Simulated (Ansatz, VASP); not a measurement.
## SnO2 in VASP and in Ansatz

```
Sn O
1.0
     4.72127    0.00000    0.00000
     0.00000    4.72425    0.00000
     0.00000    0.00000    3.19002
Sn O
2 4
Direct
  0.50000 0.50000 0.50000
  0.00000 0.00000 0.00000
  0.30557 0.30657 0.00000
  0.80557 0.19343 0.50000
  0.19443 0.80657 0.50000
  0.69443 0.69343 0.00000
```

Alike in both runs: functional LDA; k mesh 6 × 6 × 8; occupations gaussian, width 0.02 eV; no spin polarisation.

Ansatz relaxed the structure, and its values are those at the end. VASP's run is a single point on that final structure, the one shown.

```csv
,VASP,Ansatz
version,VASP 6.6.1,Ansatz 0.2.0
potentials or method,"VASP PAW LDA potentials, release 64 (Sn_d, O), cutoff 520 eV","scalar-relativistic, plane waves, PAW"
valence electrons in the cell,52,52
```

VASP gave:

- gap on the k mesh at the Fermi level (eV): 1.20
- least direct gap on the mesh (eV): 1.20
- pressure (GPa): 1.1
- rms of the force components (eV/Å): 0.010

Problem. Which values does Ansatz return?

Solution. gap on the k mesh at the Fermi level (eV): 1.16; least direct gap on the mesh (eV): 1.16; pressure (GPa): 0.0; rms of the force components (eV/Å): 0.001.

LDA's correlation is that of Perdew and Zunger in VASP and of Perdew and Wang (1992) in Ansatz.
